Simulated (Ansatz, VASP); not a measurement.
**Two plane-wave programs on BeTe**

File INCAR:

```
PREC = Accurate
ENCUT = 600
EDIFF = 1E-6
ISMEAR = -1
SIGMA = 0.05
LREAL = False
LASPH = True
NELM = 100
ALGO = Normal
ISIF = 3
LWAVE = False
LCHARG = False
GGA = PS
IBRION = 2
NSW = 100
EDIFFG = -0.002
```

File KPOINTS:

```
regular mesh
0
Gamma
  12 12 12
```

POSCAR

```
BeTe
1.0
    2.7700000000      2.7700000000      0.0000000000
   -2.7700000000      2.7700000000      0.0000000000
    0.0000000000      2.7700000000      2.7700000000
Be Te
1 1
Direct
    0.0000000000      0.0000000000      0.0000000000
    0.7500000000      0.2500000000      0.5000000000
```

Input for Ansatz:

```yaml
crystal:
  lattice:
    - [2.77, 2.77, 0.0]
    - [-2.77, 2.77, 0.0]
    - [0.0, 2.77, 2.77]
  atoms:
    - { symbol: Be, position: [0.0, 0.0, 0.0] }
    - { symbol: Te, position: [0.75, 0.25, 0.5] }
kpoints:
  mp_grid: { grid: [12, 12, 12] }
scf:
  occupations: { method: fermi_dirac, width: 0.05 }
hamiltonian:
  xc: pbesol
  pseudopotentials: { kind: paw }
relax:
  f_tol: 0.002
  max_steps: 80
  cell: {}
output:
  forces: true
  stress: true
```

Alike in both runs: task relaxation of cell and atoms; functional PBEsol; k mesh 12 × 12 × 12; occupations fermi-dirac, width 0.05 eV; no spin polarisation.

```csv
,VASP,Ansatz
version,VASP 6.6.1,Ansatz 0.2.0
potentials or method,"VASP PAW PBE potentials, release 64 (Be, Te)","PAW with Ansatz's default frozen-core files, scalar-relativistic"
plane-wave cutoff (eV),600,420
valence electrons in the cell,8,18
```

```tsv
	VASP	Ansatz	Ansatz less VASP
relaxed volume (Å³/atom)	22.09	22.02	-0.077
relaxed length of the cell vector where the two differ most in proportion (Å)	3.968	3.964	-0.0046
```

VASP's potentials were made for PBE, not for PBEsol. VASP's potentials hold 8 valence electrons a cell and Ansatz's 18, so a difference there can come from the potentials and not from the codes.

Neither program's run includes spin-orbit coupling.
